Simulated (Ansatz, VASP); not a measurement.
Si3WC2 in VASP and in Ansatz

```
Si W C
1.0
     5.65539    0.00000    0.00000
    -2.82769    4.89771    0.00000
     0.00000    0.00000    3.09026
Si W C
3 1 2
Direct
  0.00000 0.50000 0.50000
  0.50000 0.00000 0.50000
  0.50000 0.50000 0.50000
  0.00000 0.00000 0.00000
  0.66667 0.33333 0.00000
  0.33333 0.66667 0.00000
```

Change from the starting cell: species swapped into the PrB2Ru3 type (P6/mmm, No. 191).

Alike in both runs: task relaxation of cell and atoms; functional PBE; k mesh 6 × 6 × 6; occupations gaussian, width 0.1 eV; no spin polarisation.

```csv
,VASP,Ansatz
version,VASP 6.6.1,Ansatz 0.2.0
potentials or method,"VASP PAW PBE potentials, release 64 (Si, W_sv, C), cutoff 600 eV","scalar-relativistic, plane waves, PAW"
valence electrons in the cell,34,34
```

Ansatz gave:

- gap on the k mesh at the Fermi level, each at its own relaxed structure (eV): none
- relaxed volume (Å³/atom): 10.94
- relaxed length of the cell vector where the two differ most in proportion (Å): 5.297

Estimate VASP's values.

gap on the k mesh at the Fermi level, each at its own relaxed structure (eV): none; relaxed volume (Å³/atom): 10.94; relaxed length of the cell vector where the two differ most in proportion (Å): 5.296.

A gap of «none» marks a metal or a gap that the smearing closes.

Spin-orbit coupling is off throughout. Noted on VASP's run: the volume moved by over 15 % at a fixed basis, so the end points are rough.
